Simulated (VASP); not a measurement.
Bi, 1 atom in the cell. Symmetry: Im-3m, No. 229, cubic system. Conventional cell: a = 3.963 Å, b = 3.963 Å, c = 3.963 Å, α = 90.00°, β = 90.00°, γ = 90.00°. Bi (site symmetry m-3m) has 14 Bi at 3.43 to 3.96 Å within 4.5 Å. 

```yaml
Program: VASP 6.6.1
Task: single point
Functional: PBEsol
Potentials_or_basis: VASP PAW PBE potentials, release 64 (Bi_d)
Cutoff: 520 eV
k_mesh: 10 × 10 × 10
Occupations: gaussian, width 0.1 eV
Spin: no spin polarisation
Dipole_correction: no
Further_INCAR_settings: ALGO = Normal; EDIFF = 1e-06; NBANDS = 14
```

Potentials or basis: VASP PAW PBE potentials, release 64 (Bi_d).

Command:

```console
$ cat potpaw_PBE.64/Bi_d/POTCAR > POTCAR
$ mpirun -np 1 vasp_std > vasp.out
```

Hardware: 1 thread of AMD EPYC 7R13, with other jobs on the host.

Question: How long does it take, and how much memory?

Answer: It took 12 s on 1 thread of AMD EPYC 7R13, with other jobs on the host, peak memory 0.16 GiB. Counts: scf iterations 10, k points 47.
